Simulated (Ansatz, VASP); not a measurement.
**One calculation of Mg8H, two programs**

```xyz
9
Lattice="-3.7948 3.8230 3.2442 3.7948 -3.8230 3.2442 3.7948 3.8230 -3.2442" Properties=species:S:1:pos:R:3 pbc="T T T"
Mg    0.3130   -0.0803    0.0000
Mg    1.8974    2.2451   -1.6548
Mg    1.8974   -2.2638    1.6441
Mg    3.4818   -0.0803    0.0000
Mg   -1.8974    1.5591    1.6001
Mg   -0.3305    3.8233    0.0000
Mg    0.3305    0.0003    3.2442
Mg    1.8974    2.2451    1.6548
H     1.8974    1.1533    0.0000
```

Alike in both runs: functional PBE; k mesh 4 × 4 × 4; occupations gaussian, width 0.1 eV; no spin polarisation.

Ansatz relaxed the structure, and its values are those at the end. VASP's run is a single point on that final structure, the one shown.

|  | VASP | Ansatz |
| --- | --- | --- |
| version | VASP 6.6.1 | Ansatz 0.2.0 |
| potentials or method | VASP PAW PBE potentials, release 64 (Mg, H), cutoff 520 eV | scalar-relativistic, plane waves, PAW |
| valence electrons in the cell | 17 | 81 |

Ansatz gave:

| Item | Value |
| --- | --- |
| gap on the k mesh at the Fermi level (eV) | none |
| pressure (GPa) | 0.0 |
| rms of the force components (eV/Å) | 0.005 |

Q: Estimate VASP's values.

A: gap on the k mesh at the Fermi level (eV): none; pressure (GPa): -0.2; rms of the force components (eV/Å): 0.005.

A gap of «none» marks a metal or a gap that the smearing closes. The functional is the same, so the differences come from potentials, cutoffs and numerics. VASP's potentials hold 17 valence electrons a cell and Ansatz's 81, so a difference there can come from the potentials and not from the codes.
